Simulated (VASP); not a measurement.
# SnP2 (Pnnm) in VASP: single point with PBE

Aim: the single point of SnP2 with PBE.

Program: VASP 6.6.1. These are calculated values, not measurements. Logs are shortened: lines on timing, memory, paths and dates and some standing lists are left out, and cuts for length are marked.

### Step 1. The cell of the first run

Symmetry: Pnnm, No. 58, orthorhombic system. The conventional cell has a = 5.158 Å, b = 6.504 Å, c = 4.000 Å, α = 90.00°, β = 90.00°, γ = 90.00°. Sn (site symmetry 2/m) has 6 P at 2.72 to 2.75 Å within 3.6 Å. P (site symmetry m) has 1 P at 2.14 Å and 3 Sn at 2.72 to 2.75 Å within 2.8 Å.

### Step 2. Single point, PBE

INCAR reads:

```
ALGO = Normal
EDIFF = 1E-7
ENCUT = 520
GGA = PE
ISIF = 2
ISMEAR = 0
LASPH = True
LCHARG = False
LREAL = False
LWAVE = False
NBANDS = 33
NELM = 100
PREC = Accurate
SIGMA = 0.1
```

KPOINTS reads:

```
k-points
0
Gamma
  8 6 10
```

POSCAR reads:

```
SnP2
1.0
    5.1576358344      0.0000000000      0.0000000000
    0.0000000000      6.5035506612      0.0000000000
    0.0000000000      0.0000000000      4.0002983125
Sn P
2 4
Direct
    0.0000000000      0.0000000000      0.0000000000
    0.5000000000      0.5000000000      0.5000000000
    0.1659376990      0.4012645223      0.0000000000
    0.8340623010      0.5987354777      0.0000000000
    0.6659376990      0.0987354777      0.5000000000
    0.3340623010      0.9012645223      0.5000000000
```

Potentials or basis: VASP PAW PBE potentials, release 64 (Sn_d, P).

On the command line:

```console
cat potpaw_PBE.64/Sn_d/POTCAR potpaw_PBE.64/P/POTCAR > POTCAR
mpirun -np 1 vasp_std > vasp.out
```

OUTCAR:

```text
EDIFF = 1E-7
   ENCUT = 520
   GGA = PE
   ISIF = 2
   ISMEAR = 0
   LASPH = True
   LREAL = False
   NELM = 100
   PREC = Accurate

 ion  position               nearest neighbor table
   1  0.000  0.000  0.000-   5 2.72   5 2.72   6 2.72   6 2.72   3 2.75   4 2.75
   2  0.500  0.500  0.500-   3 2.72   4 2.72   3 2.72   4 2.72   6 2.75   5 2.75
   3  0.166  0.401  0.000-   4 2.14   2 2.72   2 2.72   1 2.75
   4  0.834  0.599  0.000-   3 2.14   2 2.72   2 2.72   1 2.75
   5  0.666  0.099  0.500-   6 2.14   1 2.72   1 2.72   2 2.75
   6  0.334  0.901  0.500-   5 2.14   1 2.72   1 2.72   2 2.75

  LATTYP: Found a simple orthorhombic cell.
 ALAT       =     4.0002983125
 B/A-ratio  =     1.2893128041
 C/A-ratio  =     1.6257664187

  Lattice vectors:

 A1 = (   0.0000000000,   0.0000000000,   4.0002983125)
 A2 = (   5.1576358344,   0.0000000000,   0.0000000000)
 A3 = (   0.0000000000,   6.5035506612,   0.0000000000)

Analysis of symmetry for initial positions (statically):
=====================================================================
 Subroutine PRICEL returns:
 Original cell was already a primitive cell.

 Routine SETGRP: Setting up the symmetry group for a
 simple orthorhombic supercell.

 Subroutine GETGRP returns: Found  8 space group operations
 (whereof  4 operations were pure point group operations)
 out of a pool of  8 trial point group operations.

The static configuration has the point symmetry C_2h.
 The point group associated with its full space group is D_2h.

Analysis of symmetry for dynamics (positions and initial velocities):
=====================================================================
 Subroutine PRICEL returns:
 Original cell was already a primitive cell.

 Routine SETGRP: Setting up the symmetry group for a
 simple orthorhombic supercell.

 Subroutine GETGRP returns: Found  8 space group operations
 (whereof  4 operations were pure point group operations)
 out of a pool of  8 trial point group operations.

The dynamic configuration has the point symmetry C_2h.
 The point group associated with its full space group is D_2h.

 Subroutine INISYM returns: Found  8 space group operations
 (whereof  4 operations are pure point group operations),
 and found     1 'primitive' translations

----------------------------------------------------------------------------------------

                                     Primitive cell

  volume of cell :     134.1818

  direct lattice vectors                    reciprocal lattice vectors
     5.157635834  0.000000000  0.000000000     0.193887283  0.000000000  0.000000000
     0.000000000  6.503550661  0.000000000     0.000000000  0.153762160  0.000000000
     0.000000000  0.000000000  4.000298313     0.000000000  0.000000000  0.249981357

  length of vectors
     5.157635834  6.503550661  4.000298313     0.193887283  0.153762160  0.249981357

  position of ions in fractional coordinates (direct lattice)
     0.000000000  0.000000000  0.000000000
     0.500000000  0.500000000  0.500000000
     0.165937699  0.401264522  0.000000000
     0.834062301  0.598735478  0.000000000
     0.665937699  0.098735478  0.500000000
     0.334062301  0.901264522  0.500000000

  ion indices of the primitive-cell ions
   primitive index   ion index
                 1           1
                 2           2
                 3           3
                 4           4
                 5           5
                 6           6

----------------------------------------------------------------------------------------

 KPOINTS: k-points

Automatic generation of k-mesh.
 Grid dimensions read from file:
 generate k-points for:    8    6   10

 Generating k-lattice:

  Cartesian coordinates                     Fractional coordinates (reciprocal lattice)
     0.024235910  0.000000000  0.000000000     0.125000000  0.000000000  0.000000000
     0.000000000  0.025627027  0.000000000     0.000000000  0.166666667  0.000000000
     0.000000000  0.000000000  0.024998136     0.000000000  0.000000000  0.100000000

  Length of vectors
     0.024235910  0.025627027  0.024998136

  Shift w.r.t. Gamma in fractional coordinates (k-lattice)
     0.000000000  0.000000000  0.000000000

 Subroutine IBZKPT returns following result:
 ===========================================

 Found    120 irreducible k-points:

 Following reciprocal coordinates:
            Coordinates               Weight
  0.000000  0.000000  0.000000      1.000000
  0.125000  0.000000  0.000000      2.000000
  0.250000  0.000000  0.000000      2.000000
  0.375000  0.000000  0.000000      2.000000
  0.500000  0.000000  0.000000      1.000000
  0.000000  0.166667  0.000000      2.000000
[... 16 lines left out ...]
  0.250000  0.000000  0.100000      4.000000
  0.375000  0.000000  0.100000      4.000000
 [... further k-points ...]
   k-points           NKPTS =    120   k-points in BZ     NKDIM =    120   number of bands    NBANDS=     33
   number of dos      NEDOS =    301   number of ions     NIONS =      6
   total plane-waves  NPLWV =  57600
   dimension x,y,z NGX =    40 NGY =   48 NGZ =   30
   dimension x,y,z NGXF=    80 NGYF=   96 NGZF=   60
   ions per type =               2   4
   NGX,Y,Z   is equivalent  to a cutoff of  12.89, 12.27, 12.47 a.u.
   NGXF,Y,Z  is equivalent  to a cutoff of  25.79, 24.54, 24.94 a.u.
 SYSTEM =  unknown system
   PREC   = accura    normal or accurate (medium, high low for compatibility)
   ISTART =      0    job   : 0-new  1-cont  2-samecut
   ICHARG =      2    charge: 1-file 2-atom 10-const
   ISPIN  =      1    spin polarized calculation?
   LNONCOLLINEAR =      F non collinear calculations
   LSORBIT =      F    spin-orbit coupling
   LASPH  =      T    aspherical Exc in radial PAW
   ENCUT  =  520.0 eV  38.22 Ry    6.18 a.u.   9.59 12.09  7.44*2*pi/ulx,y,z
   NELM   =    100;   NELMIN=  2; NELMDL= -5     # of ELM steps
   EDIFF  = 0.1E-06   stopping-criterion for ELM
   LREAL  =      F    real-space projection
   EDIFFG = 0.1E-05   stopping-criterion for IOM
   NSW    =      0    number of steps for IOM
   IBRION =     -1    ionic relax: 0-MD 1-quasi-New 2-CG
   NFREE  =      0    steps in history (QN), initial steepest desc. (CG)
   ISIF   =      2    stress and relaxation
   ISYM   =      2    0-nonsym 1-usesym 2-fastsym
   POTIM  = 0.5000    time-step for ionic-motion
   TEBEG  =    0.0;   TEEND  =   0.0 temperature during run
   PSTRESS=    0.0 pullay stress
   NELECT =      48.0000    total number of electrons
   NUPDOWN=      -1.0000    fix difference up-down
   EMIN   =  10.00;   EMAX   =-10.00  energy-range for DOS
   EFERMI =   0.00;   METHOD = LEGACY
   ISMEAR =     0;   SIGMA  =   0.10  broadening in eV -4-tet -1-fermi 0-gaus
   EFERMI_NEDOS =   21; number of points for ismear=-14 and -15
   IALGO  =     38    algorithm
   IMIX   =      4    mixing-type and parameters
     AMIX     =   0.40;   BMIX     =  1.00
     AMIX_MAG =   1.60;   BMIX_MAG =  1.00
  volume/ion in A,a.u.               =      22.36       150.92
  Fermi-wavevector in a.u.,A,eV,Ry     =   1.162137  2.196121 18.375522  1.350563
  Thomas-Fermi vector in A             =   2.298702
   LORBIT       =      0    0 simple, 1 ext, 2 COOP (PROOUT), +10 PAW based schemes
   GGA     = PE    functional components
   LHFCALC =     F    Hartree Fock is set to
   AEXX    =    0.0000 exact exchange contribution
   IVDW    =     0    specifies the selected vdW correction
   LEPSILON=     F    determine dielectric tensor
   LRPA    =     F    only Hartree local field effects (RPA)
 non-spin polarized calculation
 Gauss-broadening in eV      SIGMA  =   0.10
  energy-cutoff  :      520.00
  volume of cell :      134.18
 maximum number of plane-waves:      3642
 NGX is ok and might be reduce to    40
   NGX = 19   NGY = 25   NGZ = 15

 number of electron      48.0000011 magnetization

 Free energy of the ion-electron system (eV)
  ---------------------------------------------------
  ext. energy  EPLUGINS =         0.00000000
  ---------------------------------------------------
  free energy    TOTEN  =       -29.03366142 eV

  energy without entropy =      -29.02242860  energy(sigma->0) =      -29.02804501

 E-fermi :   6.6342     XC(G=0):  -9.8415

 val. band max:        6.6320204928   @ k =   0.2500   0.0000   0.1000
 cond. band min:       6.6376712232   @ k =   0.0000   0.1667   0.1000
 fundamental gap:      0.0056507304
 Fermi energy:         6.6341993466

 k-point     1 :       0.0000    0.0000    0.0000
  band No.  band energies     occupation
      1     -15.0797      2.00000
      2     -15.0602      2.00000
      3     -15.0389      2.00000
      4     -15.0366      2.00000
      5     -15.0255      2.00000
      6     -15.0188      2.00000
[... 25 lines left out ...]
     32      10.9524      0.00000
     33      11.1806      0.00000

 k-point     2 :       0.1250    0.0000    0.0000
  band No.  band energies     occupation
      1     -15.0788      2.00000
      2     -15.0609      2.00000
      3     -15.0389      2.00000
      4     -15.0367      2.00000
      5     -15.0250      2.00000
      6     -15.0188      2.00000
[... 25 lines left out ...]
     32      10.8093      0.00000
     33      10.9592      0.00000

 k-point     3 :       0.2500    0.0000    0.0000
  band No.  band energies     occupation
      1     -15.0765      2.00000
      2     -15.0627      2.00000
      3     -15.0388      2.00000
      4     -15.0371      2.00000
      5     -15.0238      2.00000
      6     -15.0189      2.00000
[... 25 lines left out ...]
     32      10.7001      0.00000
     33      10.9343      0.00000

 k-point     4 :       0.3750    0.0000    0.0000
  band No.  band energies     occupation
      1     -15.0731      2.00000
      2     -15.0656      2.00000
      3     -15.0386      2.00000
      4     -15.0377      2.00000
      5     -15.0221      2.00000
      6     -15.0194      2.00000
[... 673 lines left out ...]
     32      10.9314      0.00000
     33      11.3131      0.00000

 k-point    23 :       0.2500    0.0000    0.1000
  band No.  band energies     occupation
      1     -15.0743      2.00000
      2     -15.0610      2.00000
      3     -15.0409      2.00000
      4     -15.0393      2.00000
      5     -15.0234      2.00000
      6     -15.0184      2.00000
[... 25 lines left out ...]
     32      11.2271      0.00000
     33      11.2672      0.00000

 k-point    24 :       0.3750    0.0000    0.1000
  band No.  band energies     occupation
      1     -15.0712      2.00000
      2     -15.0640      2.00000
      3     -15.0407      2.00000
      4     -15.0398      2.00000
      5     -15.0218      2.00000
      6     -15.0191      2.00000
[... 25 lines left out ...]
     32      11.2266      0.00000
     33      11.3727      0.00000

 [... further k-points ...]

------------------------ aborting loop because EDIFF is reached ----------------------------------------

  FORCE on cell =-STRESS in cart. coord.  units (eV):
  Direction    XX          YY          ZZ          XY          YZ          ZX
  --------------------------------------------------------------------------------------
  -------------------------------------------------------------------------------------
  Total       -0.1777122     -0.1216056     -0.0335231      0.0000000      0.0000000      0.0000000
  in kB       -2.1219461     -1.4520130     -0.4002772      0.0000000      0.0000000      0.0000000
  external PRESSURE =      -1.3247454 kB  Pullay stress =       0.0000000 kB

 VOLUME and BASIS-vectors are now :
 -----------------------------------------------------------------------------
  energy-cutoff  :      520.00
  volume of cell :      134.18
      direct lattice vectors                 reciprocal lattice vectors
     5.157635834  0.000000000  0.000000000     0.193887283  0.000000000  0.000000000
     0.000000000  6.503550661  0.000000000     0.000000000  0.153762160  0.000000000
     0.000000000  0.000000000  4.000298313     0.000000000  0.000000000  0.249981357

 POSITION                                       TOTAL-FORCE (eV/Angst)
 -----------------------------------------------------------------------------------
      0.00000      0.00000      0.00000         0.000000     -0.000000      0.000000
      2.57882      3.25178      2.00015         0.000000     -0.000000      0.000000
      0.85585      2.60964      0.00000        -0.044989      0.025070      0.000000
      4.30179      3.89391      0.00000         0.044989     -0.025070     -0.000000
      3.43466      0.64213      2.00015        -0.044989     -0.025070      0.000000
      1.72297      5.86142      2.00015         0.044989      0.025070     -0.000000
 -----------------------------------------------------------------------------------
    total drift:                               -0.000000      0.000000     -0.000000

  FREE ENERGIE OF THE ION-ELECTRON SYSTEM (eV)
  ---------------------------------------------------
  free  energy   TOTEN  =       -29.0336614248 eV

  energy  without entropy=      -29.0224286042  energy(sigma->0) =      -29.02804501
```

Wall time 3 min (1 thread of AMD EPYC 9R45 (Zen 5), shared host); peak memory 0.48 GiB.

Results:

| Quantity | Value |
| --- | --- |
| Free energy | -29.0337 eV |
| Pressure | -0.1 GPa |
| Largest force | 0.052 eV/Å |
| Band gap on the k mesh | zero (bands 24 and 25 overlap by 1.40 eV) |

Forces on the atoms (eV/Å):
```
Sn   0.000  0.000  0.000
Sn   0.000  0.000  0.000
P   -0.045  0.025  0.000
P    0.045 -0.025  0.000
P   -0.045 -0.025  0.000
P    0.045  0.025  0.000
```

Caveat: spin-orbit coupling is left out, which moves the levels of the heavy elements.
